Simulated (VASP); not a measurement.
Runs of VASP 6.6.1 on Ti. The structure is that of space group Pm-3m (No. 221), or close to it. The cells are those of the table. 

| task | cell | k mesh | cutoff (eV) | gap on the mesh (eV) | pressure (GPa) |
| --- | --- | --- | --- | --- | --- |
| single point | a = 2.747 Å, 1 atom | 13 × 13 × 13 | 520 | none | -5.1 |
| single point | a = 2.678 Å, 1 atom | 19 × 19 × 19 | 520 | none | -0.3 |
| single point | a = 2.604 Å, 1 atom | 13 × 13 × 13 | 520 | none | 6.7 |
| single point | a = 2.678 Å, 1 atom | 13 × 13 × 13 | 520 | none | -0.3 |
| single point | a = 2.713 Å, 1 atom | 13 × 13 × 13 | 520 | none | -2.9 |
| single point | a = 2.642 Å, 1 atom | 13 × 13 × 13 | 520 | none | (a) |
| relaxation of cell and atoms | relaxed from a = 2.672 Å, 1 atom | 12 × 12 × 12 | 600 | none | 0.0 |
| single point | a = 2.566 Å, 1 atom | 13 × 13 × 13 | 520 | none | 11.2 |
| single point | a = 2.678 Å, 1 atom | 12 × 12 × 12 | 520 | none | (b) |
| single point | a = 2.781 Å, 1 atom | 13 × 13 × 13 | 520 | none | -6.9 |

Alike in all rows: level RPBE; potentials or basis VASP PAW PBE potentials, release 64 (Ti_sv); no spin polarisation; smearing fermi-dirac 0.1 eV.

**Question.** Estimate the missing entries.

**Answer.** (a) 2.9; (b) -0.1.

Caveats: the PAW data sets were made with another functional, which shifts forces and pressure a little.

A gap of «none» marks levels without a gap at the run's occupations.
